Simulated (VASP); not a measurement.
# B2Pb (I4/mmm) in VASP: single point with PBE

Aim: the single point of B2Pb with PBE.

All numbers are computed with VASP 6.6.1; they aren't measurements. Logs are shortened: lines on timing, memory, paths and dates and some standing lists are left out, and cuts for length are marked.

## 1. The cell of the first run

The structure is tetragonal, space group I4/mmm (No. 139). The conventional cell has a = 4.133 Å, b = 4.133 Å, c = 5.891 Å, α = 90.00°, β = 90.00°, γ = 90.00°. B (site symmetry 4mm) has 1 B at 1.48 Å within 2.0 Å. Within 3.1 Å of Pb (site symmetry 4/mmm) lie 10 B at 2.20 to 3.02 Å.

## 2. Single point, PBE

The input, INCAR:

```
ALGO     = Normal         # electronic algorithm
EDIFF    = 1E-6           # SCF threshold, eV
ENCUT    = 520            # plane-wave cutoff, eV
GGA      = PE             # functional
ISIF     = 2              # what is computed and relaxed
ISMEAR   = 0              # smearing method
LASPH    = True           # aspherical terms in the spheres
LCHARG   = False          # write CHGCAR
LREAL    = False          # projectors in reciprocal space
LWAVE    = False          # write WAVECAR
NBANDS   = 17             # bands
NELM     = 60             # most SCF steps
PREC     = Accurate       # precision mode
SIGMA    = 0.02           # smearing width, eV
```

The input, KPOINTS:

```
k-points
0
Gamma
  10 10 10
```

The input, POSCAR:

```
B2Pb
1.0
   -2.0667238036      2.0667238036      2.9456335266
    2.0667238036     -2.0667238036      2.9456335266
    2.0667238036      2.0667238036     -2.9456335266
B Pb
2 1
Direct
    0.6258069311      0.6258069311      0.0000000000
    0.3741930689      0.3741930689      0.0000000000
    0.0000000000      0.0000000000      0.0000000000
```

Potentials or basis: VASP PAW PBE potentials, release 64 (B, Pb_d).

Command:

```sh
$ cat potpaw_PBE.64/B/POTCAR potpaw_PBE.64/Pb_d/POTCAR > POTCAR
$ mpirun -np 1 vasp_std > vasp.out
```

OUTCAR:

```text
EDIFF = 1E-6
   ENCUT = 520
   GGA = PE
   ISIF = 2
   ISMEAR = 0
   LASPH = True
   LREAL = False
   NELM = 60
   PREC = Accurate

 ion  position               nearest neighbor table
   1  0.626  0.626  0.000-   2 1.48   3 2.20   3 3.02   3 3.02   3 3.02   3 3.02
   2  0.374  0.374  0.000-   1 1.48   3 2.20   3 3.02   3 3.02   3 3.02   3 3.02
   3  0.000  0.000  0.000-   1 2.20   2 2.20   1 3.02   2 3.02   1 3.02   1 3.02   1 3.02   2 3.02
                             2 3.02   2 3.02

  LATTYP: Found a body centered tetragonal cell.
 ALAT       =     4.1334476072
 C/A-ratio  =     1.4252671409

  Lattice vectors:

 A1 = (  -2.0667238036,   2.0667238036,   2.9456335266)
 A2 = (   2.0667238036,  -2.0667238036,   2.9456335266)
 A3 = (   2.0667238036,   2.0667238036,  -2.9456335266)

Analysis of symmetry for initial positions (statically):
=====================================================================
 Subroutine PRICEL returns:
 Original cell was already a primitive cell.

 Routine SETGRP: Setting up the symmetry group for a
 body centered tetragonal supercell.

 Subroutine GETGRP returns: Found 16 space group operations
 (whereof 16 operations were pure point group operations)
 out of a pool of 16 trial point group operations.

The static configuration has the point symmetry D_4h.

Analysis of symmetry for dynamics (positions and initial velocities):
=====================================================================
 Subroutine PRICEL returns:
 Original cell was already a primitive cell.

 Routine SETGRP: Setting up the symmetry group for a
 body centered tetragonal supercell.

 Subroutine GETGRP returns: Found 16 space group operations
 (whereof 16 operations were pure point group operations)
 out of a pool of 16 trial point group operations.

The dynamic configuration has the point symmetry D_4h.

 Subroutine INISYM returns: Found 16 space group operations
 (whereof 16 operations are pure point group operations),
 and found     1 'primitive' translations

----------------------------------------------------------------------------------------

                                     Primitive cell

  volume of cell :      50.3273

  direct lattice vectors                    reciprocal lattice vectors
    -2.066723804  2.066723804  2.945633527     0.000000000  0.241928795  0.169742772
     2.066723804 -2.066723804  2.945633527     0.241928795  0.000000000  0.169742772
     2.066723804  2.066723804 -2.945633527     0.241928795  0.241928795  0.000000000

  length of vectors
     4.149632687  4.149632687  4.149632687     0.295537055  0.295537055  0.342138983

  position of ions in fractional coordinates (direct lattice)
     0.625806931  0.625806931  0.000000000
     0.374193069  0.374193069  0.000000000
     0.000000000  0.000000000  0.000000000

  ion indices of the primitive-cell ions
   primitive index   ion index
                 1           1
                 2           2
                 3           3

----------------------------------------------------------------------------------------

 KPOINTS: k-points

Automatic generation of k-mesh.
 Grid dimensions read from file:
 generate k-points for:   10   10   10

 Generating k-lattice:

  Cartesian coordinates                     Fractional coordinates (reciprocal lattice)
     0.000000000  0.024192880  0.016974277     0.100000000 -0.000000000  0.000000000
     0.024192880  0.000000000  0.016974277    -0.000000000  0.100000000  0.000000000
     0.024192880  0.024192880  0.000000000     0.000000000  0.000000000  0.100000000

  Length of vectors
     0.029553705  0.029553705  0.034213898

  Shift w.r.t. Gamma in fractional coordinates (k-lattice)
     0.000000000  0.000000000  0.000000000

 Subroutine IBZKPT returns following result:
 ===========================================

 Found    102 irreducible k-points:

 Following reciprocal coordinates:
            Coordinates               Weight
  0.000000  0.000000  0.000000      1.000000
  0.100000  0.000000 -0.000000      8.000000
  0.200000  0.000000 -0.000000      8.000000
  0.300000  0.000000 -0.000000      8.000000
  0.400000  0.000000  0.000000      8.000000
  0.500000  0.000000  0.000000      4.000000
[... 16 lines left out ...]
  0.300000  0.300000 -0.000000      8.000000
  0.400000  0.300000 -0.000000     16.000000
 [... further k-points ...]
   k-points           NKPTS =    102   k-points in BZ     NKDIM =    102   number of bands    NBANDS=     17
   number of dos      NEDOS =    301   number of ions     NIONS =      3
   total plane-waves  NPLWV =  32768
   dimension x,y,z NGX =    32 NGY =   32 NGZ =   32
   dimension x,y,z NGXF=    64 NGYF=   64 NGZF=   64
   ions per type =               2   1
   NGX,Y,Z   is equivalent  to a cutoff of  12.82, 12.82, 12.82 a.u.
   NGXF,Y,Z  is equivalent  to a cutoff of  25.64, 25.64, 25.64 a.u.
 SYSTEM =  unknown system
   PREC   = accura    normal or accurate (medium, high low for compatibility)
   ISTART =      0    job   : 0-new  1-cont  2-samecut
   ICHARG =      2    charge: 1-file 2-atom 10-const
   ISPIN  =      1    spin polarized calculation?
   LNONCOLLINEAR =      F non collinear calculations
   LSORBIT =      F    spin-orbit coupling
   LASPH  =      T    aspherical Exc in radial PAW
   ENCUT  =  520.0 eV  38.22 Ry    6.18 a.u.   7.72  7.72  7.72*2*pi/ulx,y,z
   NELM   =     60;   NELMIN=  2; NELMDL= -5     # of ELM steps
   EDIFF  = 0.1E-05   stopping-criterion for ELM
   LREAL  =      F    real-space projection
   EDIFFG = 0.1E-04   stopping-criterion for IOM
   NSW    =      0    number of steps for IOM
   IBRION =     -1    ionic relax: 0-MD 1-quasi-New 2-CG
   NFREE  =      0    steps in history (QN), initial steepest desc. (CG)
   ISIF   =      2    stress and relaxation
   ISYM   =      2    0-nonsym 1-usesym 2-fastsym
   POTIM  = 0.5000    time-step for ionic-motion
   TEBEG  =    0.0;   TEEND  =   0.0 temperature during run
   PSTRESS=    0.0 pullay stress
   NELECT =      20.0000    total number of electrons
   NUPDOWN=      -1.0000    fix difference up-down
   EMIN   =  10.00;   EMAX   =-10.00  energy-range for DOS
   EFERMI =   0.00;   METHOD = LEGACY
   ISMEAR =     0;   SIGMA  =   0.02  broadening in eV -4-tet -1-fermi 0-gaus
   EFERMI_NEDOS =   21; number of points for ismear=-14 and -15
   IALGO  =     38    algorithm
   IMIX   =      4    mixing-type and parameters
     AMIX     =   0.40;   BMIX     =  1.00
     AMIX_MAG =   1.60;   BMIX_MAG =  1.00
  volume/ion in A,a.u.               =      16.78       113.21
  Fermi-wavevector in a.u.,A,eV,Ry     =   1.203604  2.274482 19.710252  1.448663
  Thomas-Fermi vector in A             =   2.339353
   LORBIT       =      0    0 simple, 1 ext, 2 COOP (PROOUT), +10 PAW based schemes
   GGA     = PE    functional components
   LHFCALC =     F    Hartree Fock is set to
   AEXX    =    0.0000 exact exchange contribution
   IVDW    =     0    specifies the selected vdW correction
   LEPSILON=     F    determine dielectric tensor
   LRPA    =     F    only Hartree local field effects (RPA)
 non-spin polarized calculation
 Gauss-broadening in eV      SIGMA  =   0.02
  energy-cutoff  :      520.00
  volume of cell :       50.33
 maximum number of plane-waves:      1367
   NGX = 15   NGY = 15   NGZ = 15

 number of electron      19.9999997 magnetization

 Free energy of the ion-electron system (eV)
  ---------------------------------------------------
  ext. energy  EPLUGINS =         0.00000000
  ---------------------------------------------------
  free energy    TOTEN  =       -12.78381843 eV

  energy without entropy =      -12.78381843  energy(sigma->0) =      -12.78381843

 E-fermi :   5.7031     XC(G=0): -10.1909

 val. band max:        5.5762799648   @ k =  -0.1000   0.2000   0.1000
 cond. band min:       6.3590206352   @ k =  -0.1000   0.4000   0.1000
 fundamental gap:      0.7827406705
 Fermi energy:         5.7031172949

 k-point     1 :       0.0000    0.0000    0.0000
  band No.  band energies     occupation
      1     -11.8924      2.00000
      2     -11.6118      2.00000
      3     -11.6118      2.00000
      4     -11.5667      2.00000
      5     -11.5386      2.00000
      6      -6.6206      2.00000
[... 9 lines left out ...]
     16      12.1227      0.00000
     17      13.2663      0.00000

 k-point     2 :       0.1000    0.0000   -0.0000
  band No.  band energies     occupation
      1     -11.8929      2.00000
      2     -11.6097      2.00000
      3     -11.6078      2.00000
      4     -11.5644      2.00000
      5     -11.5395      2.00000
      6      -6.5051      2.00000
[... 9 lines left out ...]
     16      12.8250      0.00000
     17      13.0629      0.00000

 k-point     3 :       0.2000    0.0000   -0.0000
  band No.  band energies     occupation
      1     -11.8948      2.00000
      2     -11.6047      2.00000
      3     -11.5996      2.00000
      4     -11.5578      2.00000
      5     -11.5391      2.00000
      6      -6.1601      2.00000
[... 9 lines left out ...]
     16      13.2766      0.00000
     17      14.1884      0.00000

 k-point     4 :       0.3000    0.0000   -0.0000
  band No.  band energies     occupation
      1     -11.8983      2.00000
      2     -11.5995      2.00000
      3     -11.5957      2.00000
      4     -11.5482      2.00000
      5     -11.5325      2.00000
      6      -5.5934      2.00000
[... 9 lines left out ...]
     16      13.9095      0.00000
     17      15.5425      0.00000
[... 343 lines left out ...]
      1     -11.8926      2.00000
      2     -11.6236      2.00000
      3     -11.5820      2.00000
      4     -11.5520      2.00000
      5     -11.5450      2.00000
      6      -5.9972      2.00000
[... 9 lines left out ...]
     16      13.0214      0.00000
     17      15.3551      0.00000

 k-point    23 :       0.3000    0.3000   -0.0000
  band No.  band energies     occupation
      1     -11.9006      2.00000
      2     -11.6017      2.00000
      3     -11.5673      2.00000
      4     -11.5485      2.00000
      5     -11.5288      2.00000
      6      -4.0680      2.00000
[... 9 lines left out ...]
     16      15.2435      0.00000
     17      16.7636      0.00000

 k-point    24 :       0.4000    0.3000   -0.0000
  band No.  band energies     occupation
      1     -11.9001      2.00000
      2     -11.6115      2.00000
      3     -11.5673      2.00000
      4     -11.5484      2.00000
      5     -11.5198      2.00000
      6      -3.6661      2.00000
[... 9 lines left out ...]
     16      16.0302      0.00000
     17      16.8951      0.00000

 [... further k-points ...]

------------------------ aborting loop because EDIFF is reached ----------------------------------------

  FORCE on cell =-STRESS in cart. coord.  units (eV):
  Direction    XX          YY          ZZ          XY          YZ          ZX
  --------------------------------------------------------------------------------------
  -------------------------------------------------------------------------------------
  Total        0.0017943      0.0017943     -0.1090909      0.0000000     -0.0000000      0.0000000
  in kB        0.0571214      0.0571214     -3.4729243      0.0000000     -0.0000000      0.0000000
  external PRESSURE =      -1.1195605 kB  Pullay stress =       0.0000000 kB

 VOLUME and BASIS-vectors are now :
 -----------------------------------------------------------------------------
  energy-cutoff  :      520.00
  volume of cell :       50.33
      direct lattice vectors                 reciprocal lattice vectors
    -2.066723804  2.066723804  2.945633527     0.000000000  0.241928795  0.169742772
     2.066723804 -2.066723804  2.945633527     0.241928795  0.000000000  0.169742772
     2.066723804  2.066723804 -2.945633527     0.241928795  0.241928795  0.000000000

 POSITION                                       TOTAL-FORCE (eV/Angst)
 -----------------------------------------------------------------------------------
      0.00000      0.00000      3.68680        -0.000000     -0.000000      0.033092
      0.00000      0.00000      2.20447         0.000000      0.000000     -0.033092
      0.00000      0.00000      0.00000         0.000000      0.000000     -0.000000
 -----------------------------------------------------------------------------------
    total drift:                               -0.000000     -0.000000     -0.000000

  FREE ENERGIE OF THE ION-ELECTRON SYSTEM (eV)
  ---------------------------------------------------
  free  energy   TOTEN  =       -12.7838184270 eV

  energy  without entropy=      -12.7838184270  energy(sigma->0) =      -12.78381843
```

It took 35 s on 1 thread of AMD EPYC 9R45 (Zen 5), shared host; peak memory 0.2 GiB.

Results:

| Property | Result |
| --- | --- |
| Free energy | -12.7838 eV |
| Pressure | -0.1 GPa |
| Largest force | 0.033 eV/Å |
| Band gap on the k mesh | 0.78 eV (least direct gap 1.07 eV) |

Forces on the atoms (eV/Å):
```
B    0.000  0.000  0.033
B    0.000  0.000 -0.033
Pb   0.000  0.000  0.000
```

Caveat: spin-orbit coupling is left out, which moves the levels of the heavy elements.
